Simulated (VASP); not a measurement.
Set up this calculation in VASP 6.6.1, as the native input.

```yaml
Task: single point
Functional: PBE
Potentials_or_basis: VASP PAW PBE potentials, release 64 (K_sv, Cl)
Cutoff: 520 eV
k_mesh: 8 × 8 × 8
Occupations: fermi-dirac, width 0.02 eV
Spin: no spin polarisation
Dipole_correction: no
Further_INCAR_settings: ALGO = Normal; EDIFF = 1e-06; NBANDS = 15
```

The structure of KCl lies in POSCAR:

```
KCl
1.0
    0.0000000000      3.1291240680      3.1291240680
    3.1291240680      0.0000000000      3.1291240680
    3.1291240680      3.1291240680      0.0000000000
K Cl
1 1
Direct
    0.0000000000      0.0000000000      0.0000000000
    0.5000000000      0.5000000000      0.5000000000
```

This cell differs from its parent crystal: strain -0.5%.

The input as run:

INCAR

```
SYSTEM = KCl
  PREC = Accurate
  ENCUT = 520
  EDIFF = 1E-6
  ISMEAR = -1
  SIGMA = 0.02
  LREAL = .False.
  LASPH = .True.
  NELM = 60
  ALGO = Normal
  ISIF = 2
  LWAVE = .False.
  LCHARG = .False.
  GGA = PE
  NBANDS = 15
```

KPOINTS

```
regular mesh
0
Gamma
  8 8 8
  0 0 0
```

Potentials or basis: VASP PAW PBE potentials, release 64 (K_sv, Cl).

Command:

```sh
$ cat potpaw_PBE.64/K_sv/POTCAR potpaw_PBE.64/Cl/POTCAR > POTCAR
$ mpirun -np 1 vasp_std > vasp.out
```

Results of the run:

| Quantity | Value |
| --- | --- |
| Pressure | 1.1 GPa |
| Band gap on the k mesh | 5.24 eV |

Caveat: the cell differs from its parent crystal (strain -0.5%).

Wall time 41 s on 1 thread of Intel Xeon 8259CL (shared host), peak memory 0.21 GiB.
